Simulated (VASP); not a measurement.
Sr: single point with PBE

The system is Sr.

```
Sr
1.0
    -3.69110    3.66678    2.03164
     3.66980   -3.67381    2.00547
     3.76523    3.74794   -2.04453
Sr
2
Direct
  0.77779 0.27362 0.50866
  0.97221 0.97638 0.99134
```

This cell differs from its parent crystal: atoms moved at random and the cell strained at random.

```
Program                : VASP 6.6.1
Task                   : single point
Functional             : PBE
Potentials or basis    : VASP PAW PBE potentials, release 64 (Sr_sv)
Cutoff                 : 520 eV
k mesh                 : 10 × 10 × 8
Occupations            : gaussian, width 0.1 eV
Spin                   : no spin polarisation
Dipole correction      : no
Further INCAR settings : ALGO = Normal; EDIFF = 1e-06; NBANDS = 17
```

* Pressure: 0.0 GPa
* Largest force: 0.202 eV/Å
* Band gap on the k mesh: zero (bands 10 and 11 overlap by 0.44 eV)

Forces in eV/Å, atoms in the order of the input:
```
Sr  -0.089 -0.176  0.043
Sr   0.089  0.176 -0.043
```

Stress tensor (GPa, compression positive):
```
 0.37  0.12  0.05
 0.12 -0.16 -0.21
 0.05 -0.21 -0.29
```

Levels at points of the mesh, in eV from the Fermi level:
```tsv
k point	band 6	band 7	band 8	band 9	band 10	band 11	band 12	band 13	band 14	band 15
(0.00, 0.00, 0.00)	-18.58	-18.57	-18.55	-3.46	-0.33	0.66	1.08	1.73	2.53	2.75
(0.50, 0.00, 0.00)	-18.64	-18.64	-18.53	-0.87	-0.10	-0.02	0.96	1.20	1.95	2.38
(0.00, 0.50, 0.00)	-18.67	-18.63	-18.56	-0.76	-0.12	0.05	1.18	1.37	1.60	2.58
(0.50, 0.50, 0.00)	-18.66	-18.57	-18.57	-1.86	-1.82	1.00	1.11	1.56	1.56	2.56
(0.00, 0.00, 0.50)	-18.66	-18.57	-18.57	-1.94	-1.85	1.06	1.14	1.62	1.69	2.36
(0.50, 0.00, 0.50)	-18.65	-18.65	-18.56	-0.79	-0.15	0.08	1.15	1.42	1.57	2.46
(0.00, 0.50, 0.50)	-18.67	-18.61	-18.53	-0.88	-0.13	-0.02	0.94	1.18	2.13	2.49
(0.50, 0.50, 0.50)	-18.58	-18.54	-18.53	-1.15	-1.14	-0.07	-0.07	1.46	1.88	3.23
```

It took 5.9 min on 1 thread of Intel(R) Xeon(R) 6975P-C (Granite Rapids), with other jobs on the host, peak memory 0.74 GiB.

Caveat: the cell differs from its parent crystal (atoms moved at random and the cell strained at random).
